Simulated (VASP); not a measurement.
Input of a VASP 6.6.1 run:

Contents of POSCAR:

```
Si2Mo
1.0
   -1.5786504796      1.5786504796      3.8599187671
    1.5786504796     -1.5786504796      3.8599187671
    1.5786504796      1.5786504796     -3.8599187671
Si Mo
2 1
Direct
    0.3352199435      0.3352199435      0.0000000000
    0.6647800565      0.6647800565      0.0000000000
    0.0000000000      0.0000000000      0.0000000000
```

File INCAR.step1:

```
SYSTEM = Si2Mo
PREC = Accurate
ENCUT = 600
ISMEAR = 0
SIGMA = 0.05
LREAL = .FALSE.
LASPH = .TRUE.
NELM = 100
GGA = PE
ALGO = Normal
EDIFF = 1E-4
LWAVE = .TRUE.
LCHARG = .FALSE.
```

Contents of INCAR.step2:

```
SYSTEM = Si2Mo
PREC = Accurate
ENCUT = 600
EDIFF = 1E-7
ISMEAR = 0
SIGMA = 0.05
LREAL = .FALSE.
LASPH = .TRUE.
NELM = 100
ALGO = Normal
ISIF = 4
LWAVE = .FALSE.
LCHARG = .FALSE.
METAGGA = R2SCAN
LMIXTAU = .TRUE.
IBRION = 2
NSW = 60
EDIFFG = -0.01
ISTART = 1
```

The input KPOINTS:

```
Automatic mesh
0
G
  10 10 10
  0 0 0
```

Potentials or basis: VASP PAW PBE potentials, release 64 (Si, Mo_sv).

The run is started by

```bash
$ cat potpaw_PBE.64/Si/POTCAR potpaw_PBE.64/Mo_sv/POTCAR > POTCAR
$ cp INCAR.step1 INCAR
$ mpirun -np 1 vasp_std > vasp.out
$ cp INCAR.step2 INCAR
$ mpirun -np 1 vasp_std > vasp.out
```

Question: Predict the band gap on the k mesh.

Answer: Zero (band 11 reaches 13.42 eV, above the bottom of band 12 at 12.38 eV).

Stress tensor (GPa, compression positive):
```
10.17  0.00  0.00
 0.00 10.17  0.00
 0.00  0.00 10.26
```

Caveat: the PAW data sets were made with another functional, which shifts forces and pressure a little.
